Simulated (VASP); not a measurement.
# Ge (P6_3/mmc) in VASP: further runs, part 2 of 2

VASP 6.6.1. Earlier steps stand in the parts before.

### Step 5. Single point, PBE

INCAR reads:

```
SYSTEM = Ge
PREC = Accurate ; ENCUT = 520
EDIFF = 1E-6 ; ISMEAR = -1
SIGMA = 0.02 ; LREAL = .False.
LASPH = .True. ; NELM = 100
ALGO = Normal ; ISIF = 2
LWAVE = .False. ; LCHARG = .True.
GGA = PE ; LELF = .True.
LVHAR = .True. ; NBANDS = 36
```

KPOINTS reads:

```
Automatic mesh
0
Gamma
  12 12 4
  0 0 0
```

POSCAR reads:

```
Ge
1.0
    3.9976152084      0.0000000000      0.0000000000
   -1.9988076042      3.4620363250      0.0000000000
    0.0000000000      0.0000000000      6.5928195194
Ge
4
Direct
    0.3333333333      0.6666666667      0.0003695991
    0.6666666667      0.3333333333      0.5003695991
    0.3333333333      0.6666666667      0.3746304009
    0.6666666667      0.3333333333      0.8746304009
```

Potentials or basis: VASP PAW PBE potentials, release 64 (Ge_d).

The run is started by

```sh
cat potpaw_PBE.64/Ge_d/POTCAR > POTCAR
mpirun -np 1 vasp_std > vasp.out
```

OUTCAR:

```text
SYSTEM = Ge
   PREC = Accurate
   ENCUT = 520
   EDIFF = 1E-6
   ISMEAR = -1
   LREAL = .False.
   LASPH = .True.
   NELM = 100
   ISIF = 2
   GGA = PE

 ion  position               nearest neighbor table
   1  0.333  0.667  0.000-   4 2.45   4 2.45   4 2.45   3 2.47
   2  0.667  0.333  0.500-   3 2.45   3 2.45   3 2.45   4 2.47
   3  0.333  0.667  0.375-   2 2.45   2 2.45   2 2.45   1 2.47
   4  0.667  0.333  0.875-   1 2.45   1 2.45   1 2.45   2 2.47

  LATTYP: Found a hexagonal cell.
 ALAT       =     3.9976152084
 C/A-ratio  =     1.6491881223

  Lattice vectors:

 A1 = (   3.9976152084,   0.0000000000,   0.0000000000)
 A2 = (  -1.9988076042,   3.4620363250,   0.0000000000)
 A3 = (   0.0000000000,   0.0000000000,   6.5928195194)

Analysis of symmetry for initial positions (statically):
=====================================================================
 Subroutine PRICEL returns:
 Original cell was already a primitive cell.

 Routine SETGRP: Setting up the symmetry group for a
 hexagonal supercell.

 Subroutine GETGRP returns: Found 24 space group operations
 (whereof  6 operations were pure point group operations)
 out of a pool of 24 trial point group operations.

[... 169 lines left out ...]

 val. band max:        4.9794279365   @ k =   0.0000   0.0000   0.0000
 cond. band min:       5.0886928608   @ k =   0.0000   0.0000   0.0000
 fundamental gap:      0.1092649243
 Fermi energy:         5.0235601129

 k-point     1 :       0.0000    0.0000    0.0000
  band No.  band energies     occupation
      1     -19.9241      2.00000
      2     -19.9241      2.00000
      3     -19.8868      2.00000
      4     -19.8858      2.00000
      5     -19.8858      2.00000
      6     -19.8734      2.00000
[... 925 lines left out ...]
     35      12.1461      0.00000
     36      12.2450      0.00000

 [... further k-points ...]

------------------------ aborting loop because EDIFF is reached ----------------------------------------

  FORCE on cell =-STRESS in cart. coord.  units (eV):
  Direction    XX          YY          ZZ          XY          YZ          ZX
  --------------------------------------------------------------------------------------
  -------------------------------------------------------------------------------------
  Total        1.6365190      1.6365190      1.6761325      0.0000000     -0.0000000     -0.0000000
  in kB       28.7361002     28.7361002     29.4316860      0.0000000     -0.0000000     -0.0000000
  external PRESSURE =      28.9679621 kB  Pullay stress =       0.0000000 kB

 VOLUME and BASIS-vectors are now :
 -----------------------------------------------------------------------------
  energy-cutoff  :      520.00
  volume of cell :       91.24
      direct lattice vectors                 reciprocal lattice vectors
     3.997615208  0.000000000  0.000000000     0.250149138  0.144423672  0.000000000
    -1.998807604  3.462036325  0.000000000     0.000000000  0.288847345  0.000000000
     0.000000000  0.000000000  6.592819519     0.000000000  0.000000000  0.151680172

 POSITION                                       TOTAL-FORCE (eV/Angst)
 -----------------------------------------------------------------------------------
     -0.00000      2.30802      0.00244        -0.000000      0.000000      0.009469
      1.99881      1.15401      3.29885         0.000000     -0.000000      0.009469
     -0.00000      2.30802      2.46987        -0.000000      0.000000     -0.009469
      1.99881      1.15401      5.76628         0.000000     -0.000000     -0.009469
 -----------------------------------------------------------------------------------
    total drift:                               -0.000000      0.000000      0.000412

  FREE ENERGIE OF THE ION-ELECTRON SYSTEM (eV)
  ---------------------------------------------------
  free  energy   TOTEN  =       -17.9661415253 eV

  energy  without entropy=      -17.9660558025  energy(sigma->0) =      -17.96609866
```

stdout:

```text
POSCAR found type information on POSCAR Ge
 POSCAR found :  1 types and       4 ions
 scaLAPACK will be used
 LDA part: xc-table for (Slater+PW92), standard interpolation
 POSCAR, INCAR and KPOINTS ok, starting setup
 FFT: planning ... GRIDC
 FFT: planning ... GRID_SOFT
 FFT: planning ... GRID
 WAVECAR not read
 entering main loop
```

Run time: 5.9 min. Hardware: 1 thread of AMD EPYC 7R13, shared host; peak memory 0.25 GiB.

Results:

```yaml
Free_energy: -17.9661 eV
Pressure: 2.9 GPa
Largest_force: 0.009 eV/Å
Band_gap_on_the_k_mesh: 0.11 eV, direct
```

Forces in eV/Å, atoms in the order of the input:
```
Ge   0.000  0.000  0.009
Ge   0.000  0.000  0.009
Ge   0.000  0.000 -0.009
Ge   0.000  0.000 -0.009
```

Levels at points of the mesh, in eV from the valence-band top:
```csv
k point,band 26,band 27,band 28,band 29,band 30,band 31
"(0.00, 0.00, 0.00)",-0.16,-0.09,0.00,0.11,0.11,2.26
"(0.50, 0.00, 0.00)",-3.08,-2.82,-1.45,0.53,1.65,3.57
"(0.00, 0.00, 0.50)",-0.87,-0.87,-0.87,0.68,0.68,3.36
"(0.50, 0.00, 0.50)",-2.55,-2.42,-2.42,0.53,0.53,2.12
```

### Step 6. Single point, r2SCAN

POSCAR is that of step 5.

INCAR.step1 reads:

```
SYSTEM = Ge
PREC     = Accurate       ! precision mode
ENCUT    = 520            ! plane-wave cutoff, eV
ISMEAR   = -1             ! smearing method
SIGMA    = 0.02           ! smearing width, eV
LREAL    = .False.        ! projectors in reciprocal space
LASPH    = .True.         ! aspherical terms in the spheres
NELM     = 60             ! most SCF steps
NBANDS   = 36             ! bands
GGA      = PE             ! functional
ALGO     = Normal         ! electronic algorithm
EDIFF    = 1E-4           ! SCF threshold, eV
LWAVE    = .True.         ! write WAVECAR
LCHARG   = .False.        ! write CHGCAR
```

INCAR.step2 reads:

```
SYSTEM = Ge
PREC     = Accurate       ! precision mode
ENCUT    = 520            ! plane-wave cutoff, eV
EDIFF    = 1E-6           ! SCF threshold, eV
ISMEAR   = -1             ! smearing method
SIGMA    = 0.02           ! smearing width, eV
LREAL    = .False.        ! projectors in reciprocal space
LASPH    = .True.         ! aspherical terms in the spheres
NELM     = 60             ! most SCF steps
ALGO     = Normal         ! electronic algorithm
ISIF     = 2              ! what is computed and relaxed
LWAVE    = .False.        ! write WAVECAR
LCHARG   = .False.        ! write CHGCAR
METAGGA  = R2SCAN         ! meta-GGA
LMIXTAU  = .True.       
NBANDS   = 36             ! bands
ISTART   = 1
```

KPOINTS is that of step 5.

Potentials or basis: VASP PAW PBE potentials, release 64 (Ge_d).

The run is started by

```sh
cat potpaw_PBE.64/Ge_d/POTCAR > POTCAR
cp INCAR.step1 INCAR
mpirun -np 1 vasp_std > vasp.out
cp INCAR.step2 INCAR
mpirun -np 1 vasp_std > vasp.out
```

It took 21 min on 1 thread of AMD EPYC 7R13, shared host; peak memory 0.26 GiB.

The run converged. Its results:

| Quantity | Value |
| --- | --- |
| Free energy | -55.4190 eV |
| Pressure | 0.1 GPa |
| Largest force | 0.004 eV/Å |
| Band gap on the k mesh | 0.06 eV, direct |

Forces on the atoms (eV/Å):
```
Ge   0.000  0.000  0.004
Ge   0.000  0.000  0.004
Ge   0.000  0.000 -0.004
Ge   0.000  0.000 -0.004
```

Stress tensor (GPa, compression positive):
```
-0.01  0.00  0.00
 0.00 -0.01  0.00
 0.00  0.00  0.21
```

Levels at points of the mesh, in eV from the valence-band top:
| k point | band 26 | band 27 | band 28 | band 29 | band 30 | band 31 |
| --- | --- | --- | --- | --- | --- | --- |
| (0.00, 0.00, 0.00) | -0.29 | 0.00 | 0.00 | 0.06 | 0.26 | 2.29 |
| (0.50, 0.00, 0.00) | -3.34 | -3.02 | -1.65 | 0.62 | 1.83 | 3.72 |
| (0.00, 0.00, 0.50) | -1.03 | -1.03 | -1.03 | 0.84 | 0.84 | 3.46 |
| (0.50, 0.00, 0.50) | -2.77 | -2.66 | -2.66 | 0.63 | 0.63 | 2.27 |

Caveat: the PAW data sets were made with another functional, which shifts forces and pressure a little. A k mesh can miss the band edges.

### Step 7. The runs side by side

| level | cell | k mesh | gap on the mesh (eV) | pressure (GPa) |
| --- | --- | --- | --- | --- |
| r2SCAN | a = 3.998, b = 3.998, c = 6.593 Å, angles 90.0, 90.0, 120.0°, 4 atoms | 6 × 6 × 4 | 0.06 | 0.1 |
| r2SCAN | a = 4.037, b = 4.037, c = 6.658 Å, angles 90.0, 90.0, 120.0°, 4 atoms | 6 × 6 × 4 | 0.02 | -1.8 |
| r2SCAN | a = 4.076, b = 4.076, c = 6.722 Å, angles 90.0, 90.0, 120.0°, 4 atoms | 6 × 6 × 4 | 0.09 | -3.4 |
| PBE | a = 3.998, b = 3.998, c = 6.593 Å, angles 90.0, 90.0, 120.0°, 4 atoms | 12 × 12 × 4 | 0.11 | 2.9 |
| r2SCAN | a = 3.998, b = 3.998, c = 6.593 Å, angles 90.0, 90.0, 120.0°, 4 atoms | 12 × 12 × 4 | 0.06 | 0.1 |

Alike in all rows: task single point; potentials or basis VASP PAW PBE potentials, release 64 (Ge_d); no spin polarisation; cutoff (eV) 520; smearing fermi-dirac 0.02 eV.

On the cell as given the gap runs from 0.06 eV (r2SCAN) to 0.11 eV (PBE); the meshes differ, which moves gaps too. The pressure there spans 0.1 GPa (r2SCAN) to 2.9 GPa (PBE); a positive pressure means that this level wants a larger cell, a negative one a smaller.

Caveats: the PAW data sets were made with another functional, which shifts forces and pressure a little (some runs).

Total energies depend on the potentials used, so only differences within one code and one set of settings carry meaning.
